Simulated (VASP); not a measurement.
Te2Pt (Moncheite):

```
CELL_PARAMETERS angstrom
4.01000 0.00000 0.00000
-2.00500 3.47276 0.00000
0.00000 0.00000 5.20100
ATOMIC_POSITIONS crystal
Pt 0.00000 0.00000 0.00000
Te 0.66667 0.33333 0.75000
Te 0.33333 0.66667 0.25000
```

Base run:

| Item | Value |
| --- | --- |
| Program | VASP 6.6.1 |
| Functional | RPBE |
| Potentials or basis | VASP PAW PBE potentials, release 64 (Pt, Te) |
| Cutoff | 500 eV |
| k mesh | 8 × 8 × 5 |
| Occupations | fermi-dirac, width 0.05 eV |
| Spin | no spin polarisation |

Its results: band gap on the k mesh zero (band 11 reaches 10.23 eV, above the bottom of band 12 at 8.92 eV); pressure 10.4 GPa; largest force 1.052 eV/Å.

Task: The run is repeated on the same cell with these changes: functional from RPBE to BLYP. What comes out?

Result: Band gap on the k mesh zero (band 11 reaches 10.62 eV, above the bottom of band 12 at 9.33 eV); pressure 16.1 GPa; largest force 1.455 eV/Å.

Caveats: the PAW data sets were made with another functional, which shifts forces and pressure a little; spin-orbit coupling is left out, which moves the levels of the heavy elements.
